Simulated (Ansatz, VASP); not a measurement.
**Two plane-wave programs on P4C**

```
CELL_PARAMETERS angstrom
-0.00070 3.13458 0.00049
-0.63705 0.00046 5.52749
13.04800 -1.57243 -0.42669
ATOMIC_POSITIONS crystal
P 0.04648 0.80301 0.09328
P 0.95282 0.19700 0.90680
P 0.12328 0.05483 0.24611
P 0.65773 0.84246 0.31453
P 0.73243 0.10423 0.46468
P 0.87709 0.94528 0.75390
P 0.34262 0.15741 0.68534
P 0.26791 0.89559 0.53520
C 0.48025 0.06900 0.96136
C 0.51939 0.93119 0.03881
```

Change from the starting cell: cell x1, atoms moved at random (sigma 0.05 Å) and cell strained at random (1.5 %), then relaxed without symmetry.

Alike in both runs: functional PBE; k mesh 4 × 4 × 4; occupations gaussian, width 0.1 eV; no spin polarisation.

Ansatz relaxed the structure, and its values are those at the end. VASP's run is a single point on that final structure, the one shown.

|  | VASP | Ansatz |
| --- | --- | --- |
| version | VASP 6.6.1 | Ansatz 0.2.0 |
| potentials or method | VASP PAW PBE potentials, release 64 (P, C), cutoff 520 eV | scalar-relativistic, plane waves, PAW |
| valence electrons in the cell | 48 | 48 |

|  | VASP | Ansatz | Ansatz less VASP |
| --- | --- | --- | --- |
| gap on the k mesh at the Fermi level (eV) | 1.41 | 1.37 | -0.037 |
| least direct gap on the mesh (eV) | 1.58 | 1.57 | -0.013 |
| pressure (GPa) | -0.3 | 0.0 | +0.26 |
| rms of the force components (eV/Å) | 0.052 | 0.010 | -0.0416 |

The k mesh is coarse, so the values compare programs but aren't converged.
